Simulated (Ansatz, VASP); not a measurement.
# One calculation of TaSi5, two programs

Contents of INCAR:

```
SYSTEM = TaSi5
PREC     = Accurate       ! precision mode
ENCUT    = 600            ! plane-wave cutoff, eV
EDIFF    = 1E-7           ! SCF threshold, eV
ISMEAR   = 0              ! smearing method
SIGMA    = 0.1            ! smearing width, eV
LREAL    = .FALSE.        ! projectors in reciprocal space
LASPH    = .TRUE.         ! aspherical terms in the spheres
NELM     = 80             ! most SCF steps
ALGO     = Normal         ! electronic algorithm
ISIF     = 3              ! what is computed and relaxed
LWAVE    = .FALSE.        ! write WAVECAR
LCHARG   = .FALSE.        ! write CHGCAR
GGA      = PE             ! functional
IBRION   = 2              ! ionic algorithm
NSW      = 90             ! ionic steps
EDIFFG   = -0.04          ! ionic threshold
```

The input KPOINTS:

```
Automatic mesh
0
G
  4 4 4
  0 0 0
```

File POSCAR:

```
TaSi5
1.0
    2.3788702579     -3.9165086480      0.0000000000
    2.3788702579      3.9165086480      0.0000000000
   -0.6045098693      0.0000000000      4.8555745481
Ta Si
1 5
Direct
    0.9100354989      0.9100354989      0.0447605500
    0.7317839582      0.3424021272      0.7315067846
    0.6272948067      0.2928361789      0.2199007798
    0.2928361789      0.6272948067      0.2199007798
    0.3424021272      0.7317839582      0.7315067846
    0.1099656624      0.1099656624      0.5607883008
```

Input for Ansatz:

```yaml
crystal:
  lattice:
    - [2.3788702579, -3.916508648, 0.0]
    - [2.3788702579, 3.916508648, 0.0]
    - [-0.6045098693, 0.0, 4.8555745481]
  atoms:
    - { symbol: Ta, position: [0.9100354989, 0.9100354989, 0.04476055] }
    - { symbol: Si, position: [0.7317839582, 0.3424021272, 0.7315067846] }
    - { symbol: Si, position: [0.6272948067, 0.2928361789, 0.2199007798] }
    - { symbol: Si, position: [0.2928361789, 0.6272948067, 0.2199007798] }
    - { symbol: Si, position: [0.3424021272, 0.7317839582, 0.7315067846] }
    - { symbol: Si, position: [0.1099656624, 0.1099656624, 0.5607883008] }
basis:
  ecutwfc: 420
kpoints:
  mp_grid: { grid: [4, 4, 4] }
hamiltonian:
  xc: pbe
scf:
  occupations: { method: gaussian, width: 0.1 }
  lower_state_search: "off"
output:
  forces: true
  stress: true
  eigenvalues: true
relax:
  adjacent_minimum: "off"
  f_tol: 0.04
  max_steps: 70
  cell: { stress_tol: 0.4 }
```

Change from the starting cell: the structure that the rattled cell fell into.

Alike in both runs: task relaxation of cell and atoms; functional PBE; k mesh 4 × 4 × 4; occupations gaussian, width 0.1 eV; no spin polarisation.

|  | VASP | Ansatz |
| --- | --- | --- |
| version | VASP 6.6.1 | Ansatz 0.2.0 |
| potentials or method | VASP PAW PBE potentials, release 64 (Ta_pv, Si), cutoff 600 eV | scalar-relativistic, plane waves, PAW |
| valence electrons in the cell | 31 | 33 |

|  | VASP | Ansatz | Ansatz less VASP |
| --- | --- | --- | --- |
| gap on the k mesh at the Fermi level, each at its own relaxed structure (eV) | none | none | - |
| relaxed volume (Å³/atom) | 15.10 | 15.10 | +0.002 |
| relaxed length of the cell vector where the two differ most in proportion (Å) | 4.609 | 4.612 | +0.0030 |

A gap of «none» marks a metal or a gap that the smearing closes. VASP's potentials hold 31 valence electrons a cell and Ansatz's 33, so a difference there can come from the potentials and not from the codes.

The k mesh is coarse, so the values compare programs but aren't converged. Neither program's run includes spin-orbit coupling.
